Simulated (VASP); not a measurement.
# As (P4/mmm) in VASP: notebook, part 2 of 2

VASP 6.6.1.

### Step 3. Single point, LDA (strain -0.030 along x and y, +0.000 along z)

The input, INCAR:

```
  ALGO = Normal
  EDIFF = 1E-7
  ENCUT = 520
  GGA = CA
  ISIF = 2
  ISMEAR = 0
  LASPH = True
  LCHARG = False
  LREAL = False
  LWAVE = False
  NBANDS = 8
  NELM = 100
  PREC = Accurate
  SIGMA = 0.15
```

The input, KPOINTS:

```
k-points
0
Gamma
  18 18 18
```

The input, POSCAR:

```
As
1.0
    2.6225712921      0.0000000000      0.0000000000
    0.0000000000      2.6225712921      0.0000000000
    0.0000000000      0.0000000000      2.7036817444
As
1
Direct
    0.5000000000      0.5000000000      0.5000000000
```

Potentials or basis: VASP PAW LDA potentials, release 64 (As).

The run is started by

```
$ cat potpaw_LDA.64/As/POTCAR > POTCAR
$ mpirun -np 1 vasp_std > vasp.out
```

Run time: 70 s. Hardware: 1 thread of AMD EPYC 7R13, shared host; peak memory 0.15 GiB.

It converged, with:

* Free energy: -5.3110 eV
* Pressure: 3.3 GPa
* Band gap on the k mesh: zero (an odd number of electrons rules out a gap without spin polarisation)

Stress tensor (GPa, compression positive):
```
4.95 0.00 0.00
0.00 4.95 0.00
0.00 0.00 0.14
```

Levels at points of the mesh, in eV from the Fermi level:
```tsv
k point	band 1	band 2	band 3	band 4	band 5	band 6
(0.00, 0.00, 0.00)	-15.60	3.57	4.67	4.67	8.24	8.85
(0.50, 0.00, 0.00)	-12.02	-7.50	6.21	7.29	11.40	14.07
(0.50, 0.50, 0.00)	-8.23	-4.52	-4.52	2.25	8.71	16.96
(0.00, 0.00, 0.50)	-12.52	-7.42	6.91	6.91	11.41	14.74
(0.50, 0.00, 0.50)	-8.79	-4.90	-4.38	2.16	9.41	17.30
(0.50, 0.50, 0.50)	-4.60	-2.16	-2.16	-1.59	5.61	5.95
```

Caveat: the cell differs from its parent crystal (strain -0.030 along x and y, +0.000 along z); the cell stands under pressure.

### Step 4. Single point, LDA (strain -0.030 along x and y, +0.030 along z)

The input, INCAR:

```
SYSTEM = As
PREC = Accurate ; ENCUT = 520
EDIFF = 1E-6 ; ISMEAR = 0
SIGMA = 0.15 ; LREAL = .False.
LASPH = .True. ; NELM = 80
ALGO = Normal ; ISIF = 2
LWAVE = .False. ; LCHARG = .True.
LELF = .True. ; LVHAR = .True.
NBANDS = 8
```

The input, KPOINTS:

```
Automatic mesh
0
Gamma
  18 18 18
  0 0 0
```

Changes to POSCAR since step 3:

```diff
@@ -4,3 +4,3 @@
     0.0000000000      2.6225712921      0.0000000000
-    0.0000000000      0.0000000000      2.7036817444
+    0.0000000000      0.0000000000      2.7847921967
 As
```

The run is started by

```
$ cat potpaw_LDA.64/As/POTCAR > POTCAR
$ mpirun -np 1 vasp_std > vasp.out
```

Wall time 94 s (1 thread of AMD EPYC 7R13, shared host); peak memory 0.16 GiB.

It converged, with:

```yaml
Free_energy: -5.3012 eV
Pressure: 0.7 GPa
Band_gap_on_the_k_mesh: zero (an odd number of electrons rules out a gap without spin polarisation)
```

Stress tensor (GPa, compression positive):
```
 3.81  0.00  0.00
 0.00  3.81  0.00
 0.00  0.00 -5.59
```

Levels at points of the mesh, in eV from the Fermi level:
```csv
k point,band 1,band 2,band 3,band 4,band 5,band 6,band 7
"(0.00, 0.00, 0.00)",-15.35,2.82,4.88,4.88,7.72,9.04,11.09
"(0.50, 0.00, 0.00)",-11.75,-7.30,5.47,7.50,11.15,13.51,13.52
"(0.50, 0.50, 0.00)",-7.93,-4.32,-4.32,2.44,7.98,16.41,16.58
"(0.00, 0.00, 0.50)",-12.69,-7.13,6.80,6.80,11.29,14.90,15.22
"(0.50, 0.00, 0.50)",-8.97,-5.02,-4.04,2.28,9.30,17.06,17.87
"(0.50, 0.50, 0.50)",-4.81,-2.28,-2.28,-1.19,5.46,6.12,6.12
```

Caveat: the cell differs from its parent crystal (strain -0.030 along x and y, +0.030 along z).

### Step 5. Single point, LDA (strain +0.000 along x and y, -0.030 along z)

The input, INCAR:

```
SYSTEM = As
PREC     = Accurate       ! precision mode
ENCUT    = 520            ! plane-wave cutoff, eV
EDIFF    = 1E-7           ! SCF threshold, eV
ISMEAR   = 0              ! smearing method
SIGMA    = 0.15           ! smearing width, eV
LREAL    = .FALSE.        ! projectors in reciprocal space
LASPH    = .TRUE.         ! aspherical terms in the spheres
NELM     = 60             ! most SCF steps
ALGO     = Normal         ! electronic algorithm
ISIF     = 2              ! what is computed and relaxed
LWAVE    = .FALSE.        ! write WAVECAR
LCHARG   = .FALSE.        ! write CHGCAR
GGA      = CA             ! functional
NBANDS   = 8              ! bands
```

The input, KPOINTS:

```
Automatic mesh
0
G
  18 18 18
  0 0 0
```

The input, POSCAR:

```
As
1.0
    2.7036817444      0.0000000000      0.0000000000
    0.0000000000      2.7036817444      0.0000000000
    0.0000000000      0.0000000000      2.6225712921
As
1
Direct
    0.5000000000      0.5000000000      0.5000000000
```

Potentials or basis: VASP PAW LDA potentials, release 64 (As).

The run is started by

```
$ cat potpaw_LDA.64/As/POTCAR > POTCAR
$ mpirun -np 1 vasp_std > vasp.out
```

OUTCAR:

```text
SYSTEM = As
   PREC = Accurate
   ENCUT = 520
   EDIFF = 1E-7
   ISMEAR = 0
   LREAL = .FALSE.
   LASPH = .TRUE.
   NELM = 60
   ISIF = 2
   GGA = CA

 ion  position               nearest neighbor table
   1  0.500  0.500  0.500-

  LATTYP: Found a simple tetragonal cell.
 ALAT       =     2.7036817444
 C/A-ratio  =     0.9700000000

  Lattice vectors:

 A1 = (   2.7036817444,   0.0000000000,   0.0000000000)
 A2 = (   0.0000000000,   2.7036817444,   0.0000000000)
 A3 = (   0.0000000000,   0.0000000000,   2.6225712921)

Analysis of symmetry for initial positions (statically):
=====================================================================
 Subroutine PRICEL returns:
 Original cell was already a primitive cell.

 Routine SETGRP: Setting up the symmetry group for a
 simple tetragonal supercell.

 Subroutine GETGRP returns: Found 16 space group operations
 (whereof 16 operations were pure point group operations)
 out of a pool of 16 trial point group operations.

The static configuration has the point symmetry D_4h.

Analysis of symmetry for dynamics (positions and initial velocities):
[... 153 lines left out ...]
  free energy    TOTEN  =        -5.31538305 eV

  energy without entropy =       -5.31004735  energy(sigma->0) =       -5.31271520

 E-fermi :   6.3301     XC(G=0): -10.7190

 val. band max:        6.3279132581   @ k =   0.2222   0.1667   0.2778
 cond. band min:       6.3321555989   @ k =   0.2778   0.0556   0.2222
 fundamental gap:      0.0042423408
 Fermi energy:         6.3301438783

 k-point     1 :       0.0000    0.0000    0.0000
  band No.  band energies     occupation
      1      -8.9706      2.00000
      2      10.1600      0.00000
      3      10.1600      0.00000
      4      11.2566      0.00000
      5      14.6715      0.00000
      6      15.0005      0.00000
      7      17.1672      0.00000
      8      31.0091      0.00000
[... 243 lines left out ...]
 k-point    24 :       0.3333    0.1111    0.0000
  band No.  band energies     occupation
      1      -6.8472      2.00000
      2       1.6866      2.00000
      3       9.4723      0.00000
      4      12.9673      0.00000
      5      17.9720      0.00000
      6      18.4561      0.00000
      7      21.0652      0.00000
      8      23.8926      0.00000

 [... further k-points ...]
[... 5 lines left out ...]
  --------------------------------------------------------------------------------------
  -------------------------------------------------------------------------------------
  Total       -0.2120203     -0.2120203      0.5343400      0.0000000      0.0000000     -0.0000000
  in kB      -17.7194232    -17.7194232     44.6570254      0.0000000      0.0000000     -0.0000000
  external PRESSURE =       3.0727264 kB  Pullay stress =       0.0000000 kB

 VOLUME and BASIS-vectors are now :
 -----------------------------------------------------------------------------
  energy-cutoff  :      520.00
  volume of cell :       19.17
      direct lattice vectors                 reciprocal lattice vectors
     2.703681744  0.000000000  0.000000000     0.369866018  0.000000000  0.000000000
     0.000000000  2.703681744  0.000000000     0.000000000  0.369866018  0.000000000
     0.000000000  0.000000000  2.622571292     0.000000000  0.000000000  0.381305173

 POSITION                                       TOTAL-FORCE (eV/Angst)
 -----------------------------------------------------------------------------------
      1.35184      1.35184      1.31129         0.000000      0.000000      0.000000
 -----------------------------------------------------------------------------------
    total drift:                                0.000000     -0.000000      0.000000

  FREE ENERGIE OF THE ION-ELECTRON SYSTEM (eV)
  ---------------------------------------------------
  free  energy   TOTEN  =        -5.3153830464 eV

  energy  without entropy=       -5.3100473467  energy(sigma->0) =       -5.31271520
```

stdout:

```text
POSCAR found type information on POSCAR As
 POSCAR found :  1 types and       1 ions
 scaLAPACK will be used
 LDA part: xc-table for (Slater(with rela. corr.)+CA(PZ))
 , standard interpolation
 POSCAR, INCAR and KPOINTS ok, starting setup
 FFT: planning ... GRIDC
 FFT: planning ... GRID_SOFT
 FFT: planning ... GRID
 WAVECAR not read
 entering main loop
```

It took 86 s on 1 thread of AMD EPYC 7R13, shared host; peak memory 0.15 GiB.

Results:

```
Free energy            : -5.3154 eV
Pressure               : 0.3 GPa
Band gap on the k mesh : zero (an odd number of electrons rules out a gap without spin polarisation)
```

Stress tensor (GPa, compression positive):
```
-1.77  0.00  0.00
 0.00 -1.77  0.00
 0.00  0.00  4.47
```

Caveat: the cell differs from its parent crystal (strain +0.000 along x and y, -0.030 along z).

### Step 6. Overview

| cell | gap on the mesh (eV) | pressure (GPa) |
| --- | --- | --- |
| a = 2.623, b = 2.623, c = 2.663 Å, 1 atom | none | 5.0 |
| a = 2.623, b = 2.623, c = 2.704 Å, 1 atom | none | 3.3 |
| a = 2.623, b = 2.623, c = 2.785 Å, 1 atom | none | 0.7 |
| a = 2.704, b = 2.704, c = 2.623 Å, 1 atom | none | 0.3 |

Alike in all rows: task single point; level LDA; potentials or basis VASP PAW LDA potentials, release 64 (As); no spin polarisation; k mesh 18 × 18 × 18; cutoff (eV) 520; smearing gaussian 0.15 eV.

Caveats: the cell stands under pressure (at least some runs).

Absolute energies hang on the potentials; compare differences alone.
